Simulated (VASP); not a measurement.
A run of VASP 6.6.1:

Contents of INCAR:

```
SYSTEM = TaN
  PREC = Accurate
  ENCUT = 600
  EDIFF = 1E-6
  ISMEAR = 0
  SIGMA = 0.1
  LREAL = .FALSE.
  LASPH = .TRUE.
  NELM = 100
  ALGO = Normal
  ISIF = 3
  LWAVE = .FALSE.
  LCHARG = .FALSE.
  GGA = PE
  IBRION = 2
  NSW = 100
  EDIFFG = -0.005
```

The input KPOINTS:

```
regular mesh
0
G
  18 18 8
  0 0 0
```

Contents of POSCAR:

```
TaN
1.0
    3.1504677610      0.0000000000      0.0000000000
   -1.5752338805      2.7283851148      0.0000000000
    0.0000000000      0.0000000000      6.1046116953
Ta N
2 2
Direct
    0.3333333333      0.6666666667      0.0281451412
    0.6666666667      0.3333333333      0.5281451412
    0.3333333333      0.6666666667      0.3518548588
    0.6666666667      0.3333333333      0.8518548588
```

Potentials or basis: VASP PAW PBE potentials, release 64 (Ta_pv, N).

Launch:

```sh
$ cat potpaw_PBE.64/Ta_pv/POTCAR potpaw_PBE.64/N/POTCAR > POTCAR
$ mpirun -np 1 vasp_std > vasp.out
```

Hardware: 1 thread of AMD EPYC 9R45 96-Core Processor (Zen 5) (shared host).

Estimate the wall time of this run.

Wall time 5.3 min on 1 thread of AMD EPYC 9R45 96-Core Processor (Zen 5) (shared host), peak memory 0.33 GiB. Counts: scf iterations 27, k points 185, ion steps 3.
